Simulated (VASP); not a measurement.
# C in VASP: a series of runs, part 2 of 2

VASP 6.6.1. Earlier steps stand in the parts before.

### Step 5. Relaxation of cell and atoms, PBEsol

This run uses another cell than the first one, of 9.37 Å³/atom.

Contents of INCAR:

```
  PREC = Accurate
  ENCUT = 600
  EDIFF = 1E-7
  ISMEAR = 0
  SIGMA = 0.15
  LREAL = False
  LASPH = True
  NELM = 60
  ALGO = Normal
  ISIF = 3
  LWAVE = False
  LCHARG = False
  GGA = PS
  IBRION = 2
  NSW = 80
  EDIFFG = -0.01
```

Contents of KPOINTS:

```
regular mesh
0
Gamma
  12 12 4
```

Contents of POSCAR:

```
C
1.0
    1.2280479700     -2.1270618200      0.0000000000
    1.2280479700      2.1270618200      0.0000000000
    0.0000000000      0.0000000000      7.1732677600
C
4
Direct
    0.0833794596      0.9166205404      0.7531375993
    0.5833794596      0.4166205404      0.2468624007
    0.9166205404      0.0833794596      0.2468624007
    0.4166205404      0.5833794596      0.7531375993
```

The run is started by

```console
$ cat potpaw_PBE.64/C/POTCAR > POTCAR
$ mpirun -np 1 vasp_std > vasp.out
```

Run time: 2.3 min. Hardware: 1 thread of AMD EPYC 7R13 (Zen 3), shared host; peak memory 0.16 GiB.

It converged, with:

* Free energy: -38.5805 eV
* Relaxed volume: 9.40 Å³/atom
* Relaxed cell: a = 2.460 Å, b = 2.460 Å, c = 7.172 Å, α = 90.00°, β = 90.00°, γ = 119.98°
* Space group after relaxing (to 0.1 Å): Fmmm (No. 69)
* Energy gained by relaxing: 0.2 meV/atom
* Ionic steps: 5
* Pressure after relaxing: 0.0 GPa
* Largest force after relaxing: 0.006 eV/Å

Forces on the atoms (eV/Å):
```
C    0.000  0.005 -0.004
C    0.000  0.005  0.004
C    0.000 -0.005  0.004
C    0.000 -0.005 -0.004
```

Stress tensor (GPa, compression positive):
```
-0.01  0.00  0.00
 0.00 -0.03  0.00
 0.00  0.00 -0.11
```

The path:
```tsv
step	energy change (eV)	largest force (eV/Å)	pressure (GPa)	volume (Å³)
1	0.0000	0.0239	1.21	37.48
2	0.0032	0.0901	-2.89	37.86
3	-0.0007	0.0121	-0.03	37.59
4	-0.0007	0.0442	-0.09	37.59
5	-0.0007	0.0062	-0.05	37.59
```

Final structure:
```
C
1.0
     1.23022   -2.13014    0.00000
     1.23022    2.13014    0.00000
     0.00000    0.00000    7.17198
C
4
Direct
  0.08333 0.91667 0.75312
  0.58333 0.41667 0.24688
  0.91667 0.08333 0.24688
  0.41667 0.58333 0.75312
```

Caveat: this functional lacks dispersion, which binds layers or chains, so the pressure and a relaxed spacing across them are unreliable; the PAW data sets were made with another functional, which shifts forces and pressure a little.

### Step 6. Relaxation of cell and atoms, PBEsol+D3(BJ)

This run uses another cell than the first one, of 9.37 Å³/atom.

INCAR: that of step 5 with these lines changed.

```diff
@@ -2,3 +2,3 @@
   ENCUT = 600
-  EDIFF = 1E-7
+  EDIFF = 1E-6
   ISMEAR = 0
@@ -13,2 +13,3 @@
   GGA = PS
+  IVDW = 12
   IBRION = 2
```

KPOINTS is that of step 5.

POSCAR is that of step 5.

Potentials or basis: VASP PAW PBE potentials, release 64 (C).

The run is started by

```console
$ cat potpaw_PBE.64/C/POTCAR > POTCAR
$ mpirun -np 1 vasp_std > vasp.out
```

Wall time 15 min (1 thread of AMD EPYC 7R13 (Zen 3), shared host); peak memory 0.18 GiB.

It converged, with:

```
Free energy                           : -39.0168 eV
Relaxed volume                        : 8.60 Å³/atom
Relaxed cell                          : a = 2.459 Å, b = 2.459 Å, c = 6.572 Å, α = 90.00°, β = 90.00°, γ = 119.97°
Space group after relaxing (to 0.1 Å) : Fmmm (No. 69)
Energy gained by relaxing             : 6.4 meV/atom
Ionic steps                           : 37
Pressure after relaxing               : 0.0 GPa
Band gap on the k mesh                : zero (filled and empty bands touch)
Dispersion energy per atom            : -0.113 eV
```

Stress tensor (GPa, compression positive):
```
 0.00  0.00  0.00
 0.00 -0.13  0.00
 0.00  0.00 -0.01
```

The path:
```tsv
step	energy change (eV)	largest force (eV/Å)	pressure (GPa)	volume (Å³)
1	0.0000	0.0240	0.51	37.48
2	0.0005	0.0909	-3.46	37.63
3	-0.0016	0.0311	-1.38	37.55
4	-0.0050	0.0452	-1.47	37.27
5	-0.0126	0.2756	-1.70	36.41
6	-0.0110	0.7543	-1.91	34.71
7	-0.0150	0.4528	-1.85	35.77
8	-0.0156	0.4374	-1.77	35.73
9	-0.0173	0.3924	-1.68	35.58
10	-0.0203	0.3025	-1.42	35.29
11	-0.0240	0.1240	-0.86	34.72
12	-0.0209	0.2343	0.48	33.58
13	-0.0247	0.0274	-0.52	34.40
14	-0.0247	0.0183	-0.46	34.36
15	-0.0249	0.0167	-0.39	34.38
16	-0.0252	0.0134	-0.10	34.43
17	-0.0250	0.0175	0.51	34.52
18	-0.0253	0.0131	0.10	34.46
19	-0.0253	0.0132	0.11	34.46
20	-0.0253	0.0132	0.08	34.46
21	-0.0253	0.0131	0.05	34.46
22	-0.0253	0.0127	-0.10	34.47
23	-0.0253	0.0129	-0.09	34.47
24	-0.0253	0.0114	-0.05	34.47
25	-0.0254	0.0118	0.04	34.46
26	-0.0255	0.0130	0.21	34.44
27	-0.0255	0.0221	0.56	34.40
28	-0.0255	0.0164	0.35	34.42
29	-0.0255	0.0158	0.34	34.42
30	-0.0255	0.0135	0.33	34.42
31	-0.0255	0.0098	0.31	34.42
32	-0.0256	0.0065	0.25	34.42
33	-0.0257	0.0201	0.15	34.42
34	-0.0257	0.0553	-0.05	34.41
35	-0.0257	0.0364	0.05	34.42
36	-0.0257	0.0138	-0.01	34.42
37	-0.0258	0.0020	-0.05	34.42
```

Final structure:
```
CELL_PARAMETERS angstrom
1.23001 -2.12900 0.00000
1.23001 2.12900 0.00000
0.00000 0.00000 6.57172
ATOMIC_POSITIONS crystal
C 0.08330 0.91670 0.75012
C 0.58330 0.41670 0.24988
C 0.91670 0.08330 0.24988
C 0.41670 0.58330 0.75012
```

Levels at points of the mesh, in eV from the Fermi level:
```csv
k point,band 4,band 5,band 6,band 7,band 8,band 9,band 10,band 11,band 12
"(0.00, 0.00, 0.00)",-6.48,-2.98,-2.96,-2.94,-2.94,4.21,8.32,8.36,8.44
"(0.50, 0.00, 0.00)",-13.23,-6.37,-6.37,-2.50,-2.50,1.92,1.92,7.47,7.47
"(0.50, 0.50, 0.00)",-13.14,-6.42,-6.35,-3.14,-1.48,0.83,2.59,7.21,7.68
"(0.00, 0.00, 0.50)",-7.71,-2.96,-2.96,-2.95,-2.95,7.04,7.05,8.38,8.38
"(0.50, 0.00, 0.50)",-13.25,-6.37,-6.37,-2.37,-2.37,1.61,1.61,7.46,7.46
"(0.50, 0.50, 0.50)",-13.25,-6.39,-6.39,-2.37,-2.37,1.62,1.63,7.44,7.44
```

Caveat: the PAW data sets were made with another functional, which shifts forces and pressure a little.

### Step 7. Relaxation of cell and atoms, BLYP+D3(BJ)

This run uses another cell than the first one, of 9.37 Å³/atom.

INCAR: that of step 6 with these lines changed.

```diff
@@ -12,4 +12,12 @@
   LCHARG = False
-  GGA = PS
+  GGA = B5
+  ALDAX = 1.0
+  AGGAX = 1.0
+  AGGAC = 1.0
+  ALDAC = 0.0
   IVDW = 12
+  VDW_S6 = 1.0
+  VDW_S8 = 2.6996
+  VDW_A1 = 0.4298
+  VDW_A2 = 4.2359
   IBRION = 2
```

Contents of KPOINTS:

```
Automatic mesh
0
Gamma
  12 12 4
```

POSCAR is that of step 6.

The run is started by

```console
$ cat potpaw_PBE.64/C/POTCAR > POTCAR
$ mpirun -np 1 vasp_std > vasp.out
```

It took 17 min on 1 thread of AMD EPYC 7R13 (Zen 3), shared host; peak memory 0.18 GiB.

The run converged. Its results:

* Free energy: -35.7505 eV
* Relaxed volume: 8.65 Å³/atom
* Relaxed cell: a = 2.469 Å, b = 2.469 Å, c = 6.550 Å, α = 90.00°, β = 90.00°, γ = 119.97°
* Space group after relaxing (to 0.1 Å): Fmmm (No. 69)
* Energy gained by relaxing: 13.0 meV/atom
* Ionic steps: 37
* Pressure after relaxing: 0.0 GPa
* Largest force after relaxing: 0.009 eV/Å
* Dispersion energy per atom: -0.305 eV

Forces on the atoms (eV/Å):
```
C    0.000  0.007  0.005
C    0.000  0.007 -0.005
C    0.000 -0.007 -0.005
C    0.000 -0.007  0.005
```

Stress tensor (GPa, compression positive):
```
 0.12  0.00  0.00
 0.00  0.03  0.00
 0.00  0.00 -0.17
```

Step by step:
```tsv
step	energy change (eV)	largest force (eV/Å)	pressure (GPa)	volume (Å³)
1	0.0000	0.0256	4.05	37.48
2	0.0504	0.0852	-12.71	38.76
3	-0.0125	0.0143	-1.54	37.87
4	-0.0184	0.0357	-1.57	37.55
5	-0.0335	0.1821	-1.58	36.61
6	-0.0455	0.4830	-1.16	34.72
7	-0.0472	0.4041	-1.00	34.61
8	-0.0499	0.1701	-0.48	34.28
9	-0.0500	0.0984	-0.29	34.18
10	-0.0503	0.0868	-0.24	34.21
11	-0.0510	0.0530	-0.01	34.29
12	-0.0514	0.0305	0.43	34.45
13	-0.0514	0.0246	0.38	34.43
14	-0.0515	0.0217	0.20	34.47
15	-0.0516	0.0191	-0.08	34.54
16	-0.0516	0.0189	-0.12	34.55
17	-0.0516	0.0187	-0.07	34.56
18	-0.0516	0.0200	0.03	34.58
19	-0.0517	0.0171	0.03	34.59
20	-0.0517	0.0465	0.02	34.61
21	-0.0517	0.0435	0.00	34.62
22	-0.0518	0.0351	-0.03	34.63
23	-0.0519	0.0191	-0.09	34.66
24	-0.0519	0.0210	-0.23	34.71
25	-0.0519	0.0142	-0.19	34.70
26	-0.0519	0.0100	-0.14	34.70
27	-0.0520	0.0074	-0.01	34.69
28	-0.0519	0.0286	0.24	34.69
29	-0.0520	0.0127	0.07	34.69
30	-0.0520	0.0060	0.00	34.69
31	-0.0520	0.0121	-0.15	34.70
32	-0.0521	0.0008	-0.16	34.69
33	-0.0521	0.0281	-0.16	34.66
34	-0.0521	0.0194	-0.16	34.67
35	-0.0521	0.0066	-0.09	34.65
36	-0.0521	0.0120	0.01	34.62
37	-0.0521	0.0089	-0.01	34.60
```

Final structure:
```
CELL_PARAMETERS angstrom
1.23530 -2.13810 0.00000
1.23530 2.13810 0.00000
0.00000 0.00000 6.54954
ATOMIC_POSITIONS crystal
C 0.08332 0.91668 0.74924
C 0.58332 0.41668 0.25076
C 0.91668 0.08332 0.25076
C 0.41668 0.58332 0.74924
```

Caveat: the PAW data sets were made with another functional, which shifts forces and pressure a little.

### Step 8. The runs side by side

| task | level | cell | cutoff (eV) | gap on the mesh (eV) | pressure (GPa) | relaxed volume (Å³/atom) | largest force (eV/Å) |
| --- | --- | --- | --- | --- | --- | --- | --- |
| single point | PBEsol+D3(BJ) | a = 2.458, b = 2.458, c = 6.630 Å, angles 90.0, 90.0, 120.0°, 4 atoms, atomic positions A | 520 | none | 0.7 | - | - |
| single point | BLYP+D3(BJ) | a = 2.469, b = 2.469, c = 6.572 Å, angles 90.0, 90.0, 120.0°, 4 atoms, atomic positions A | 520 | none | 0.4 | - | - |
| single point | PBEsol | a = 2.459, b = 2.459, c = 7.280 Å, angles 90.0, 90.0, 120.0°, 4 atoms, atomic positions A | 520 | none | 0.6 | - | - |
| relaxation of cell and atoms | PBEsol | relaxed from a = 2.456, b = 2.456, c = 7.173 Å, angles 90.0, 90.0, 120.0°, 4 atoms, atomic positions B | 600 | - | 0.0 | 9.40 | 0.01 |
| relaxation of cell and atoms | PBEsol+D3(BJ) | relaxed from a = 2.456, b = 2.456, c = 7.173 Å, angles 90.0, 90.0, 120.0°, 4 atoms, atomic positions B | 600 | none | 0.0 | 8.60 | - |
| relaxation of cell and atoms | BLYP+D3(BJ) | relaxed from a = 2.456, b = 2.456, c = 7.173 Å, angles 90.0, 90.0, 120.0°, 4 atoms, atomic positions B | 600 | - | 0.0 | 8.65 | 0.01 |

Alike in all rows: potentials or basis VASP PAW PBE potentials, release 64 (C); no spin polarisation; k mesh 12 × 12 × 4; smearing gaussian 0.15 eV.

Caveats: the PAW data sets were made with another functional, which shifts forces and pressure a little; this functional lacks dispersion, which binds layers or chains, so the pressure and a relaxed spacing across them are unreliable (at least some runs).

Total energies depend on the potentials used, so only differences within one code and one set of settings carry meaning.
